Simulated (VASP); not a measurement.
# Al3GaN4 (Cm) in VASP: further runs

Runs on Al3GaN4. Level: r2SCAN. Tasks: single point.

All numbers are computed with VASP 6.6.1; they aren't measurements. Logs are shortened: lines on timing, memory, paths and dates and some standing lists are left out, and cuts for length are marked.

## Step 1: The cell of the first run

It takes space group Cm (No. 8, monoclinic). Conventional cell: a = 6.224 Å, b = 6.224 Å, c = 8.818 Å, α = 90.00°, β = 93.37°, γ = 90.00°. Within 2.5 Å of Al (site symmetry 1) lie 4 N at 1.89 to 1.97 Å. Al (site symmetry 1) has 4 N at 1.89 Å within 2.5 Å. Al (site symmetry m) has 4 N at 1.89 Å within 2.5 Å. Within 2.5 Å of Al (site symmetry m) lie 4 N at 1.89 Å. Within 2.6 Å of Ga (site symmetry m) lie 4 N at 1.95 Å. Ga (site symmetry m) has 4 N at 1.95 Å within 2.6 Å. N (site symmetry m) has 3 Al at 1.89 to 1.97 Å and 1 Ga at 1.95 Å within 2.5 Å. N (site symmetry m) has 3 Al at 1.89 Å and 1 Ga at 1.95 Å within 2.5 Å.

## Step 2: Single point, r2SCAN

File POSCAR:

```
Al3GaN4
1.0
    0.0000000000     -4.4012372922      0.0000000000
    0.0000000000      0.0000000000     -4.4012372922
    8.8024745843     -0.3666230664      0.3666230664
Al Ga N
6 2 8
Direct
    0.4217896300      1.0782103700      0.9389000000
    0.4634396300      1.0365603700      0.4389000000
    0.9217896300      0.5782103700      0.9389000000
    0.9634396300      0.5365603700      0.4389000000
    0.4842646300      0.5157353700      0.1889000000
    0.4426146300      0.5573853700      0.6889000000
    0.9842646300      1.0157353700      0.1889000000
    0.9426146300      1.0573853700      0.6889000000
    0.2504497874      0.7495502126      0.0611290801
    0.2087997874      0.7912002126      0.5611290801
    0.7393661078      0.2606338922      0.0611290801
    0.6977161078      0.3022838922      0.5611290801
    0.1875131522      0.3235705274      0.8166709199
    0.2291631522      0.2819205274      0.3166709199
    0.6764294726      0.8124868478      0.8166709199
    0.7180794726      0.7708368478      0.3166709199
```

File INCAR.step1:

```
SYSTEM = Al3GaN4
PREC = Accurate ; ENCUT = 520
ISMEAR = 0 ; SIGMA = 0.05
LREAL = Auto ; LASPH = .TRUE.
NELM = 60 ; NBANDS = 56
GGA = PE ; ALGO = Normal
EDIFF = 1E-4 ; LWAVE = .TRUE.
LCHARG = .FALSE.
```

File INCAR.step2:

```
SYSTEM = Al3GaN4
PREC = Accurate ; ENCUT = 520
EDIFF = 1E-7 ; ISMEAR = 0
SIGMA = 0.05 ; LREAL = Auto
LASPH = .TRUE. ; NELM = 60
ALGO = Normal ; ISIF = 2
LWAVE = .FALSE. ; LCHARG = .FALSE.
METAGGA = R2SCAN ; LMIXTAU = .TRUE.
NBANDS = 56 ; ISTART = 1
```

File KPOINTS:

```
Automatic mesh
0
G
  5 5 3
  0 0 0
```

Potentials or basis: VASP PAW PBE potentials, release 64 (Al, Ga_d, N).

Launch:

```console
$ cat potpaw_PBE.64/Al/POTCAR potpaw_PBE.64/Ga_d/POTCAR potpaw_PBE.64/N/POTCAR > POTCAR
$ cp INCAR.step1 INCAR
$ mpirun -np 1 vasp_std > vasp.out
$ cp INCAR.step2 INCAR
$ mpirun -np 1 vasp_std > vasp.out
```

OUTCAR:

```text
SYSTEM = Al3GaN4
   PREC = Accurate
   ENCUT = 520
   EDIFF = 1E-7
   ISMEAR = 0
   LREAL = Auto
   LASPH = .TRUE.
   NELM = 60
   ISIF = 2
   METAGGA = R2SCAN
   ISTART = 1

 ion  position               nearest neighbor table
   1  0.422  0.078  0.939-  13 1.89  15 1.89  11 1.95   9 1.97   5 2.89   7 2.89   6 3.11   8 3.11
                             8 3.11   6 3.11   3 3.11   3 3.11   3 3.11   3 3.11
   2  0.463  0.037  0.439-  14 1.89  10 1.89  12 1.89  16 1.89   6 3.11   8 3.11   7 3.11   5 3.11
                             7 3.11   5 3.11   6 3.11   8 3.11   4 3.11   4 3.11   4 3.11   4 3.11
   3  0.922  0.578  0.939-  15 1.89  13 1.89  11 1.95   9 1.97   5 2.89   7 2.89   6 3.11   8 3.11
                             6 3.11   8 3.11   1 3.11   1 3.11   1 3.11   1 3.11
   4  0.963  0.537  0.439-  16 1.89  10 1.89  12 1.89  14 1.89   6 3.11   8 3.11   7 3.11   5 3.11
                             5 3.11   7 3.11   8 3.11   6 3.11   2 3.11   2 3.11   2 3.11   2 3.11
   5  0.484  0.516  0.189-  11 1.89  16 1.89  14 1.89   9 1.89   1 2.89   3 2.89   2 3.11   4 3.11
                             2 3.11   4 3.11   7 3.11   7 3.11   7 3.11   7 3.11
   6  0.443  0.557  0.689-  12 1.89  13 1.89  15 1.89  10 1.89   1 3.11   2 3.11   3 3.11   4 3.11
                             4 3.11   1 3.11   2 3.11   3 3.11   8 3.11   8 3.11   8 3.11   8 3.11
   7  0.984  0.016  0.189-   9 1.95  14 1.95  16 1.95  11 1.95   1 2.89   3 2.89   2 3.11   4 3.11
                             4 3.11   2 3.11   5 3.11   5 3.11   5 3.11   5 3.11
   8  0.943  0.057  0.689-  10 1.95  13 1.95  15 1.95  12 1.95   1 3.11   2 3.11   3 3.11   4 3.11
                             2 3.11   3 3.11   4 3.11   1 3.11   6 3.11   6 3.11   6 3.11   6 3.11
   9  0.250  0.750  0.061-   5 1.89   7 1.95   1 1.97   3 1.97
  10  0.209  0.791  0.561-   2 1.89   4 1.89   6 1.89   8 1.95
  11  0.739  0.261  0.061-   5 1.89   7 1.95   1 1.95   3 1.95
  12  0.698  0.302  0.561-   6 1.89   4 1.89   2 1.89   8 1.95
  13  0.188  0.324  0.817-   1 1.89   6 1.89   3 1.89   8 1.95
  14  0.229  0.282  0.317-   2 1.89   5 1.89   4 1.89   7 1.95
  15  0.676  0.812  0.817-   3 1.89   6 1.89   1 1.89   8 1.95
  16  0.718  0.771  0.317-   4 1.89   5 1.89   2 1.89   7 1.95

  LATTYP: Found a base centered monoclinic cell.
 ALAT       =     6.2242894699
 B/A-ratio  =     1.0000000000
 C/A-ratio  =     1.4166647063
 COS(beta)  =    -0.0588000814

  Lattice vectors:

 A1 = (   0.0000000000,   0.0000000000,  -4.4012372922)
 A2 = (   0.0000000000,   4.4012372922,   0.0000000000)
 A3 = (   8.8024745843,  -0.3666230664,   0.3666230664)

Analysis of symmetry for initial positions (statically):
=====================================================================
 Subroutine PRICEL returns:
 Original cell was already a primitive cell.

 Routine SETGRP: Setting up the symmetry group for a
 base centered monoclinic supercell.

 Subroutine GETGRP returns: Found  2 space group operations
 (whereof  2 operations were pure point group operations)
 out of a pool of  4 trial point group operations.

The static configuration has the point symmetry C_1h.

Analysis of symmetry for dynamics (positions and initial velocities):
=====================================================================
 Subroutine PRICEL returns:
 Original cell was already a primitive cell.

 Routine SETGRP: Setting up the symmetry group for a
 base centered monoclinic supercell.

 Subroutine GETGRP returns: Found  2 space group operations
 (whereof  2 operations were pure point group operations)
 out of a pool of  4 trial point group operations.

The dynamic configuration has the point symmetry C_1h.

 Subroutine INISYM returns: Found  2 space group operations
 (whereof  2 operations are pure point group operations),
 and found     1 'primitive' translations

----------------------------------------------------------------------------------------

                                     Primitive cell

  volume of cell :     170.5118

  direct lattice vectors                    reciprocal lattice vectors
     0.000000000 -4.401237292  0.000000000    -0.009463248 -0.227208836  0.000000000
     0.000000000  0.000000000 -4.401237292     0.009463248  0.000000000 -0.227208836
     8.802474584 -0.366623066  0.366623066     0.113604418  0.000000000  0.000000000

  length of vectors
     4.401237292  4.401237292  8.817731213     0.227405822  0.227405822  0.113604418

  position of ions in fractional coordinates (direct lattice)
     0.421789630  0.078210370  0.938900000
     0.463439630  0.036560370  0.438900000
     0.921789630  0.578210370  0.938900000
     0.963439630  0.536560370  0.438900000
     0.484264630  0.515735370  0.188900000
[... 42 lines left out ...]
    -0.001892650 -0.045441767  0.000000000     0.200000000  0.000000000  0.000000000
     0.001892650  0.000000000 -0.045441767     0.000000000  0.200000000  0.000000000
     0.037868139  0.000000000  0.000000000     0.000000000  0.000000000  0.333333333

  Length of vectors
     0.045481164  0.045481164  0.037868139

  Shift w.r.t. Gamma in fractional coordinates (k-lattice)
     0.000000000  0.000000000  0.000000000

 Subroutine IBZKPT returns following result:
 ===========================================

 Found     24 irreducible k-points:

 Following reciprocal coordinates:
            Coordinates               Weight
  0.000000  0.000000  0.000000      1.000000
  0.200000  0.000000  0.000000      4.000000
  0.400000  0.000000  0.000000      4.000000
  0.200000  0.200000  0.000000      2.000000
  0.400000  0.200000  0.000000      4.000000
 -0.400000  0.200000 -0.000000      4.000000
[... 16 lines left out ...]
  0.400000 -0.400000  0.333333      2.000000
  0.200000 -0.200000  0.333333      2.000000
   k-points           NKPTS =     24   k-points in BZ     NKDIM =     24   number of bands    NBANDS=     56
   number of dos      NEDOS =    301   number of ions     NIONS =     16
   total plane-waves  NPLWV =  90720
   dimension x,y,z NGX =    36 NGY =   36 NGZ =   70
   dimension x,y,z NGXF=    72 NGYF=   72 NGZF=  140
   ions per type =               6   2   8
   NGX,Y,Z   is equivalent  to a cutoff of  13.60, 13.60, 13.20 a.u.
   NGXF,Y,Z  is equivalent  to a cutoff of  27.20, 27.20, 26.40 a.u.
 SYSTEM =  Al3GaN4
   PREC   = accura    normal or accurate (medium, high low for compatibility)
   ISTART =      1    job   : 0-new  1-cont  2-samecut
   ICHARG =      0    charge: 1-file 2-atom 10-const
   ISPIN  =      1    spin polarized calculation?
   LNONCOLLINEAR =      F non collinear calculations
   LSORBIT =      F    spin-orbit coupling
   LASPH  =      T    aspherical Exc in radial PAW
   ENCUT  =  520.0 eV  38.22 Ry    6.18 a.u.   8.18  8.18 16.40*2*pi/ulx,y,z
   NELM   =     60;   NELMIN=  2; NELMDL=  0     # of ELM steps
   EDIFF  = 0.1E-06   stopping-criterion for ELM
   LREAL  =      T    real-space projection
   EDIFFG = 0.1E-05   stopping-criterion for IOM
   NSW    =      0    number of steps for IOM
   IBRION =     -1    ionic relax: 0-MD 1-quasi-New 2-CG
   NFREE  =      0    steps in history (QN), initial steepest desc. (CG)
   ISIF   =      2    stress and relaxation
   ISYM   =      2    0-nonsym 1-usesym 2-fastsym
   POTIM  = 0.5000    time-step for ionic-motion
   TEBEG  =    0.0;   TEEND  =   0.0 temperature during run
   PSTRESS=    0.0 pullay stress
   NELECT =      84.0000    total number of electrons
   NUPDOWN=      -1.0000    fix difference up-down
   EMIN   =  10.00;   EMAX   =-10.00  energy-range for DOS
   EFERMI =   0.00;   METHOD = LEGACY
   ISMEAR =     0;   SIGMA  =   0.05  broadening in eV -4-tet -1-fermi 0-gaus
   EFERMI_NEDOS =   21; number of points for ismear=-14 and -15
   IALGO  =     38    algorithm
   IMIX   =      4    mixing-type and parameters
     AMIX     =   0.40;   BMIX     =  1.00
     AMIX_MAG =   1.60;   BMIX_MAG =  1.00
  volume/ion in A,a.u.               =      10.66        71.92
  Fermi-wavevector in a.u.,A,eV,Ry     =   1.292954  2.443329 22.745275  1.671731
  Thomas-Fermi vector in A             =   2.424630
   LORBIT       =      0    0 simple, 1 ext, 2 COOP (PROOUT), +10 PAW based schemes
   METAGGA = R2SCAN    functional components
   LHFCALC =     F    Hartree Fock is set to
   AEXX    =    0.0000 exact exchange contribution
   IVDW    =     0    specifies the selected vdW correction
   LEPSILON=     F    determine dielectric tensor
   LRPA    =     F    only Hartree local field effects (RPA)
 non-spin polarized calculation
 Gauss-broadening in eV      SIGMA  =   0.05
  energy-cutoff  :      520.00
  volume of cell :      170.51
 maximum number of plane-waves:      4612
 NGX is ok and might be reduce to    36
   NGX = 17   NGY = 17   NGZ = 33

 number of electron      83.9999979 magnetization

 Free energy of the ion-electron system (eV)
  ---------------------------------------------------
  ext. energy  EPLUGINS =         0.00000000
  ---------------------------------------------------
  free energy    TOTEN  =      -157.40981721 eV

  energy without entropy =     -157.40981721  energy(sigma->0) =     -157.40981721

 E-fermi :   6.2035     XC(G=0): -11.7713

 val. band max:        5.9297511331   @ k =   0.0000   0.0000   0.0000
 cond. band min:       9.2366404081   @ k =   0.0000   0.0000   0.0000
 fundamental gap:      3.3068892750
 Fermi energy:         6.2034762334

 k-point     1 :       0.0000    0.0000    0.0000
  band No.  band energies     occupation
      1     -10.4472      2.00000
      2      -9.5300      2.00000
      3      -9.3236      2.00000
      4      -8.5808      2.00000
      5      -8.5497      2.00000
      6      -8.5436      2.00000
[... 1357 lines left out ...]
     53      15.8611      0.00000
     54      15.9401      0.00000
 [bands above 54 left out]

------------------------ aborting loop because EDIFF is reached ----------------------------------------

  FORCE on cell =-STRESS in cart. coord.  units (eV):
  Direction    XX          YY          ZZ          XY          YZ          ZX
  --------------------------------------------------------------------------------------
  -------------------------------------------------------------------------------------
  Total        2.2095872     -2.3091110     -2.3091110      6.6117363      2.2626812     -6.6117478
  in kB       20.7619137    -21.6970681    -21.6970681     62.1257661     21.2608000    -62.1258743
  external PRESSURE =      -7.5440741 kB  Pullay stress =       0.0000000 kB

 VOLUME and BASIS-vectors are now :
 -----------------------------------------------------------------------------
  energy-cutoff  :      520.00
  volume of cell :      170.51
      direct lattice vectors                 reciprocal lattice vectors
     0.000000000 -4.401237292  0.000000000    -0.009463248 -0.227208836  0.000000000
     0.000000000  0.000000000 -4.401237292     0.009463248  0.000000000 -0.227208836
     8.802474584 -0.366623066  0.366623066     0.113604418  0.000000000  0.000000000

 POSITION                                       TOTAL-FORCE (eV/Angst)
 -----------------------------------------------------------------------------------
      8.26464     -2.20062     -0.00000         0.348597     -1.411698      1.432981
      3.86341     -2.20062     -0.00000        -0.036893     -0.000983      0.019785
      8.26464     -4.40124     -2.20062         0.348597     -1.432981      1.411698
      3.86341     -4.40124     -2.20062        -0.036893     -0.019785      0.000983
      1.66279     -2.20062     -2.20062         0.450231      0.192709     -0.192709
      6.06402     -2.20062     -2.20062        -0.102713     -0.068273      0.068273
[... 8 lines left out ...]
      7.18873     -3.27654     -3.27654        -0.276938     -0.368461      0.469020
      2.78749     -3.27654     -3.27654         0.091400      0.149539     -0.063766
 -----------------------------------------------------------------------------------
    total drift:                                0.009588     -0.026610      0.026608

  FREE ENERGIE OF THE ION-ELECTRON SYSTEM (eV)
  ---------------------------------------------------
  free  energy   TOTEN  =      -157.4098172109 eV

  energy  without entropy=     -157.4098172109  energy(sigma->0) =     -157.40981721
```

Wall time 12 min (1 thread of Intel Xeon 6975P-C (Granite Rapids), shared host); peak memory 0.4 GiB.

What came out:

```yaml
Free_energy: -157.4098 eV
Pressure: -0.8 GPa
Largest_force: 2.512 eV/Å
Band_gap_on_the_k_mesh: 3.31 eV
```

Forces on the atoms (eV/Å):
```
Al   0.349 -1.412  1.433
Al  -0.037 -0.001  0.020
Al   0.349 -1.433  1.412
Al  -0.037 -0.020  0.001
Al   0.450  0.193 -0.193
Al  -0.103 -0.068  0.068
Ga   0.451  0.145 -0.145
Ga  -0.077 -0.073  0.073
N   -0.525  1.589 -1.589
N   -0.019 -0.071  0.071
N   -0.406  1.753 -1.753
N   -0.024  0.023 -0.023
N   -0.277 -0.469  0.368
N    0.091  0.064 -0.150
N   -0.277 -0.368  0.469
N    0.091  0.150 -0.064
```

Levels at points of the mesh, in eV from the valence-band top:
| k point | band 40 | band 41 | band 42 | band 43 | band 44 | band 45 |
| --- | --- | --- | --- | --- | --- | --- |
| (0.00, 0.00, 0.00) | -0.65 | -0.28 | 0.00 | 3.31 | 3.31 | 3.45 |

Caveat: the PAW data sets were made with another functional, which shifts forces and pressure a little; an odd mesh through Γ misses points on the zone boundary, where band edges can lie.

(Continued in part 2 of 2.)
